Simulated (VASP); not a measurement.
A run of VASP 6.6.1:

Contents of INCAR:

```
  PREC = Accurate
  ENCUT = 520
  EDIFF = 1E-6
  ISMEAR = 0
  SIGMA = 0.15
  LREAL = F
  LASPH = T
  NELM = 100
  ALGO = Fast
  ISIF = 2
  LWAVE = F
  LCHARG = F
  GGA = PS
  NBANDS = 18
```

File KPOINTS:

```
Automatic mesh
0
Gamma
  18 18 10
```

The input POSCAR:

```
Ta
1.0
    2.9003720726      0.0000000000      0.0000000000
   -1.4501860363      2.5117958953      0.0000000000
    0.0000000000      0.0000000000      5.1662740000
Ta
2
Direct
    0.6666666667      0.3333333333      0.7500000000
    0.3333333333      0.6666666667      0.2500000000
```

Potentials or basis: VASP PAW PBE potentials, release 64 (Ta_pv).

The run is started by

```sh
$ cat potpaw_PBE.64/Ta_pv/POTCAR > POTCAR
$ mpirun -np 1 vasp_std > vasp.out
```

Hardware: 1 thread of Intel(R) Xeon(R) Platinum 8259CL CPU @ 2.50GHz (Skylake/Cascade Lake), on a shared host.

Task: How long does it take, and how much memory?

Result: Run time: 2.2 min on 1 thread of Intel(R) Xeon(R) Platinum 8259CL CPU @ 2.50GHz (Skylake/Cascade Lake) (shared host), peak memory 0.25 GiB. Counts: scf iterations 13, k points 222.
